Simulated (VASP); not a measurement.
# Zn18O17 (a cell with a defect) in VASP: notebook, part 2 of 2

VASP 6.6.1.

## Step 3: Single point, PBE

Contents of INCAR:

```
SYSTEM = Zn18O17
PREC = Accurate
ENCUT = 520
EDIFF = 1E-6
ISMEAR = 0
SIGMA = 0.02
LREAL = Auto
LASPH = .True.
NELM = 80
ALGO = Normal
ISIF = 2
LWAVE = .False.
LCHARG = .True.
GGA = PE
LELF = .True.
LVHAR = .True.
NBANDS = 182
```

Contents of KPOINTS:

```
Automatic mesh
0
Gamma
  2 2 2
  0.5 0.5 0.5
```

Contents of POSCAR:

```
Zn18O17
1.0
    0.0000000000      5.6802364152     -5.2932739790
    4.9192290350     -2.8401182076     -5.2932739790
   -4.9192290350     -2.8401182076     -5.2932739790
Zn O
18 17
Direct
    0.0631721830      0.0382385720      0.3965052816
    0.4021003697      0.7203909691      0.3958872738
    0.0742781659      0.3895622455      0.0217613183
    0.6884276206      0.3895623844      0.4076113508
    0.3912063908      0.0468537037      0.0554099225
    0.0625538846      0.7203911579      0.7354337590
    0.7248828034      0.7194216945      0.0582162542
    0.3784786316      0.3549770522      0.7118120334
    0.7220765650      0.0468537938      0.7245396621
    0.7770702302      0.1139098285      0.1104035880
    0.1156754252      0.7912102068      0.1048929046
    0.7755206117      0.4465799488      0.7782002065
    0.4448667430      0.4465800563      0.1088539638
    0.1211744909      0.1328929377      0.7414769209
    0.7715594190      0.7912102544      0.4490088671
    0.4423059793      0.7755572055      0.7756393322
    0.1132507244      0.4942408720      0.4465840139
    0.4081434065      0.1328929702      0.4545075949
    1.1066195167      0.2584185085      0.4399522394
    0.3311248156      0.9728130286      0.3168647129
    0.9892279671      0.6435454994      0.9996659377
    0.6663325783      0.6435455317      0.3225612903
    0.3272297146      0.3120268101      0.9866026382
    0.9835314350      0.9728131708      0.6644581442
    0.6556280968      0.9807603313      0.9889614131
    0.3216867875      0.6318678912      0.6550200964
    0.6532693130      0.3120268650      0.6605629848
    0.9308360382      0.9346620118      0.2641693438
    0.2718684031      0.6111010468      0.2549741034
    0.9329588533      0.2626978777      0.9262638505
    0.5929304292      0.2626979502      0.2662920093
    0.2601857224      0.9376402182      0.9167003515
    0.9216406794      0.6111010881      0.6052017897
    0.5971063610      0.5989365352      0.9304397013
    0.5833668718      0.9376403103      0.5935191100
```

Potentials or basis: VASP PAW PBE potentials, release 64 (Zn, O).

Started as:

```console
cat potpaw_PBE.64/Zn/POTCAR potpaw_PBE.64/O/POTCAR > POTCAR
mpirun -np 1 vasp_std > vasp.out
```

Wall time 19 min (1 thread of AMD EPYC 7R13, shared host); peak memory 0.55 GiB.

It converged, with:

```
Free energy            : -149.7791 eV
Pressure               : 1.1 GPa
Largest force          : 0.056 eV/Å
Band gap on the k mesh : 1.14 eV
```

Forces in eV/Å, atoms in the order of the input:
```
Zn  -0.016  0.009  0.050
Zn  -0.024  0.013  0.000
Zn  -0.034 -0.022 -0.012
Zn   0.002  0.040 -0.012
Zn   0.005 -0.002  0.000
Zn  -0.023  0.014  0.000
Zn  -0.001  0.000 -0.003
Zn   0.000  0.000  0.055
Zn   0.004 -0.003  0.000
Zn   0.007 -0.004 -0.003
Zn  -0.003 -0.008  0.004
Zn  -0.002  0.001  0.001
Zn  -0.002  0.001  0.001
Zn   0.035  0.021 -0.038
Zn   0.006  0.006  0.004
Zn  -0.004  0.002  0.007
Zn   0.026 -0.015 -0.046
Zn  -0.001 -0.041 -0.038
O   -0.031  0.018  0.018
O    0.018 -0.010  0.003
O    0.003 -0.023 -0.021
O    0.021  0.009 -0.021
O   -0.007  0.034 -0.014
O    0.017 -0.011  0.003
O    0.001  0.000 -0.005
O   -0.020  0.012  0.001
O   -0.033 -0.011 -0.014
O    0.001  0.000  0.011
O    0.021  0.015 -0.004
O   -0.016  0.004  0.035
O   -0.011  0.012  0.035
O    0.032 -0.011  0.004
O   -0.002 -0.026 -0.004
O    0.003 -0.002  0.000
O    0.026 -0.022  0.004
```

Stress tensor (GPa, compression positive):
```
 1.38 -0.44 -1.09
-0.44  0.86  0.63
-1.09  0.63  1.18
```

Levels at points of the mesh, in eV from the valence-band top:
```tsv
k point	band 156	band 157	band 158	band 159	band 160	band 161	band 162	band 163
(0.25, 0.25, 0.25)	-1.47	-1.22	-1.13	-0.24	1.14	2.37	2.45	2.84
```

## Step 4: Single point, PBE

Contents of INCAR:

```
PREC     = Accurate       # precision mode
ENCUT    = 520            # plane-wave cutoff, eV
EDIFF    = 1E-6           # SCF threshold, eV
ISMEAR   = 0              # smearing method
SIGMA    = 0.02           # smearing width, eV
LREAL    = Auto         
LASPH    = True           # aspherical terms in the spheres
NELM     = 100            # most SCF steps
ALGO     = Normal         # electronic algorithm
ISIF     = 2              # what is computed and relaxed
LWAVE    = False          # write WAVECAR
LCHARG   = False          # write CHGCAR
GGA      = PE             # functional
NBANDS   = 182            # bands
```

KPOINTS is that of step 3.

Contents of POSCAR:

```
Zn18O17
1.0
    0.0000000000      5.6802364152     -5.2932739790
    4.9192290350     -2.8401182076     -5.2932739790
   -4.9192290350     -2.8401182076     -5.2932739790
Zn O
18 17
Direct
    0.0620886178      0.0437141011      0.3954218561
    0.3995681784      0.7205040706      0.3925762615
    0.0632028236      0.3824417374      0.0578666894
    0.7245331240      0.3824418299      0.3965361116
    0.3898810843      0.0501061448      0.0550587501
    0.0592430243      0.7205040075      0.7329014786
    0.7238653088      0.7186739322      0.0571987342
    0.3752014475      0.3611967703      0.7085347349
    0.7217253964      0.0501062341      0.7232143526
    0.7758902411      0.1144508677      0.1092236258
    0.1118692300      0.7870820441      0.1062031957
    0.7744509916      0.4447511135      0.7770954684
    0.4437621478      0.4447511244      0.1077842973
    0.1244459965      0.1301377081      0.7529483108
    0.7728697320      0.7870820709      0.4452024820
    0.4410648174      0.7738212983      0.7743982179
    0.1163063547      0.4694382150      0.4496395841
    0.4196149315      0.1301377492      0.4577793346
    1.0159555478      0.3063188618      0.3492886033
    0.3260549115      0.9814021612      0.3203932964
    0.9876213625      0.6448323959      0.9943450915
    0.6610118090      0.6448324106      0.3209546263
    0.3232169934      0.3133827128      0.9805024945
    0.9870601166      0.9814021598      0.6593882855
    0.6533441331      0.9812053649      0.9866775639
    0.3189698432      0.6347235852      0.6523031692
    0.6471691200      0.3133827425      0.6565503381
    0.9291898868      0.9337172146      0.2625232173
    0.2682227645      0.6060404080      0.2580383150
    0.9336868357      0.2634771919      0.9258169563
    0.5924835234      0.2634773125      0.2670201440
    0.2603811154      0.9352091334      0.9191444210
    0.9247049728      0.6060403789      0.6015561397
    0.5952273646      0.5981451386      0.9285607359
    0.5858110518      0.9352091008      0.5937143283
```

Started as:

```console
cat potpaw_PBE.64/Zn/POTCAR potpaw_PBE.64/O/POTCAR > POTCAR
mpirun -np 1 vasp_std > vasp.out
```

Wall time 13 min (1 thread of Oxide Virtual Turin-like, shared host); peak memory 0.53 GiB.

It converged, with:

| Quantity | Value |
| --- | --- |
| Free energy | -151.6735 eV |
| Pressure | -1.5 GPa |
| Largest force | 1.667 eV/Å |
| Band gap on the k mesh | 1.82 eV |

Forces on the atoms (eV/Å):
```
Zn   0.075 -0.043 -0.083
Zn   0.001  0.001  0.018
Zn  -0.431 -0.291 -0.207
Zn   0.036  0.518 -0.207
Zn   0.001 -0.010 -0.062
Zn   0.000 -0.001  0.018
Zn  -0.027  0.016 -0.024
Zn   0.074 -0.043 -0.034
Zn   0.009  0.005 -0.062
Zn  -0.009  0.005 -0.033
Zn  -0.085 -0.015  0.020
Zn  -0.042  0.022 -0.006
Zn  -0.040  0.025 -0.006
Zn  -0.106  0.004 -0.174
Zn  -0.030  0.081  0.020
Zn  -0.032  0.019 -0.001
Zn  -0.354  0.204  0.187
Zn  -0.056  0.089 -0.174
O    1.093 -0.631  1.090
O    0.033 -0.102 -0.094
O    0.033  0.015  0.003
O    0.003 -0.036  0.003
O    0.038 -0.010  0.032
O    0.105  0.023 -0.094
O   -0.009  0.005 -0.008
O    0.024 -0.014 -0.031
O    0.027 -0.028  0.032
O   -0.014  0.008 -0.015
O   -0.119 -0.016  0.042
O   -0.021  0.024 -0.046
O   -0.031  0.007 -0.046
O   -0.049  0.014 -0.047
O   -0.046  0.111  0.042
O   -0.015  0.009 -0.007
O   -0.036  0.035 -0.047
```

Stress tensor (GPa, compression positive):
```
-1.19 -0.43 -0.22
-0.43 -1.69  0.13
-0.22  0.13 -1.48
```

Levels at points of the mesh, in eV from the valence-band top:
```
           k point  band 155  band 156  band 157  band 158  band 159  band 160  band 161  band 162  band 163  band 164
(0.25, 0.25, 0.25)     -0.89     -0.88     -0.53     -0.50     -0.14      1.82      3.12      3.16      3.81      4.08
```

## Step 5: Single point, PBE

Contents of INCAR:

```
SYSTEM = Zn18O17
  ALGO = Normal
  EDIFF = 1E-7
  ENCUT = 520
  GGA = PE
  ISIF = 2
  ISMEAR = 0
  LASPH = .TRUE.
  LCHARG = .FALSE.
  LREAL = Auto
  LWAVE = .FALSE.
  NBANDS = 182
  NELM = 100
  PREC = Accurate
  SIGMA = 0.02
```

KPOINTS is that of step 4.

Contents of POSCAR:

```
Zn18O17
1.0
    0.0000000000      5.6802364152     -5.2932739790
    4.9192290350     -2.8401182076     -5.2932739790
   -4.9192290350     -2.8401182076     -5.2932739790
Zn O
18 17
Direct
    0.0599719955      0.0673401000      0.3933052032
    0.3972618387      0.7175324051      0.3909113048
    0.0504384410      0.3816729486      0.0742835204
    0.7409501015      0.3816730548      0.3837717576
    0.3912595511      0.0497582063      0.0540180201
    0.0575779724      0.7175324800      0.7305950960
    0.7266928770      0.7185562620      0.0600262409
    0.3928402204      0.3833490715      0.7261735239
    0.7206847151      0.0497582289      0.7245928375
    0.7794584047      0.1144446115      0.1127917102
    0.1126339926      0.7891779893      0.1089169207
    0.7775671999      0.4446758451      0.7777871900
    0.4444538091      0.4446758460      0.1109005759
    0.1050961241      0.1163068107      0.7689657898
    0.7755834744      0.7891779675      0.4459672757
    0.4434246635      0.7758193450      0.7767579067
    0.0928690589      0.4709099987      0.4262023832
    0.4356326012      0.1163067462      0.4384293773
    1.2111715242      0.2492335152      0.5445047843
    0.3194887788      0.9761468591      0.3134078452
    0.9898726783      0.6470981266      0.9926965909
    0.6593631698      0.6470981181      0.3232061040
    0.3162036552      0.3139884567      0.9844414843
    0.9800744548      0.9761469421      0.6528220901
    0.6549366328      0.9821792500      0.9882700419
    0.3190010384      0.6398725904      0.6523342992
    0.6511080799      0.3139884059      0.6495369214
    0.9323065056      0.9367313756      0.2656398334
    0.2654108455      0.6033832000      0.2567416860
    0.9308785696      0.2650143579      0.9282487747
    0.5949153519      0.2650143611      0.2642117963
    0.2613020251      0.9359030013      0.9182815409
    0.9234083664      0.6033831537      0.5987442154
    0.5960929312      0.5973492102      0.9294262468
    0.5849481786      0.9359030465      0.5946353422
```

Started as:

```console
cat potpaw_PBE.64/Zn/POTCAR potpaw_PBE.64/O/POTCAR > POTCAR
mpirun -np 1 vasp_std > vasp.out
```

Wall time 11 min (1 thread of Oxide Virtual Turin-like, shared host); peak memory 0.53 GiB.

The run converged. Its results:

```yaml
Free_energy: -151.2995 eV
Pressure: -0.3 GPa
Largest_force: 1.179 eV/Å
Band_gap_on_the_k_mesh: 1.50 eV
```

Forces in eV/Å, atoms in the order of the input:
```
Zn   0.208 -0.120 -0.060
Zn   0.012 -0.038  0.093
Zn  -0.292 -0.251 -0.118
Zn   0.072  0.378 -0.118
Zn   0.048 -0.023  0.011
Zn   0.039  0.009  0.093
Zn   0.009 -0.005  0.028
Zn   0.087 -0.050  0.017
Zn   0.044 -0.030  0.011
Zn   0.003 -0.002  0.029
Zn  -0.034 -0.023  0.045
Zn   0.014  0.007  0.046
Zn   0.001 -0.016  0.046
Zn  -0.188 -0.101 -0.018
Zn   0.003  0.041  0.045
Zn   0.008 -0.004  0.032
Zn  -0.051  0.029  0.475
Zn  -0.006  0.213 -0.018
O   -0.386  0.223 -1.092
O    0.051 -0.110  0.029
O    0.053  0.009  0.053
O    0.018 -0.050  0.053
O    0.032 -0.075  0.053
O    0.120  0.011  0.029
O    0.025 -0.015  0.028
O    0.090 -0.052 -0.030
O    0.081  0.010  0.053
O    0.010 -0.006  0.026
O   -0.044 -0.031  0.080
O   -0.011 -0.058 -0.022
O    0.045  0.039 -0.022
O   -0.048 -0.003  0.006
O    0.004  0.054  0.080
O    0.005 -0.003  0.028
O   -0.021  0.043  0.006
```

Stress tensor (GPa, compression positive):
```
 0.21 -0.23 -0.26
-0.23 -0.06  0.15
-0.26  0.15 -0.91
```

Levels at points of the mesh, in eV from the valence-band top:
| k point | band 157 | band 158 | band 159 | band 160 | band 161 | band 162 |
| --- | --- | --- | --- | --- | --- | --- |
| (0.25, 0.25, 0.25) | -0.90 | -0.86 | -0.18 | 1.50 | 2.78 | 2.87 |

## Step 6: The runs side by side

| cell | gap on the mesh (eV) | pressure (GPa) | largest force (eV/Å) |
| --- | --- | --- | --- |
| as given, atomic positions A | 1.51 | -0.2 | 1.81 |
| as given, atomic positions B | 1.14 | 1.1 | 0.06 |
| as given, atomic positions C | 1.82 | -1.5 | 1.67 |
| as given, atomic positions D | 1.50 | -0.3 | 1.18 |

Alike in all rows: task single point; level PBE; potentials or basis VASP PAW PBE potentials, release 64 (Zn, O); no spin polarisation; k mesh 2 × 2 × 2, shifted; cutoff (eV) 520; smearing gaussian 0.02 eV.

Total energies depend on the potentials used, so only differences within one code and one set of settings carry meaning.
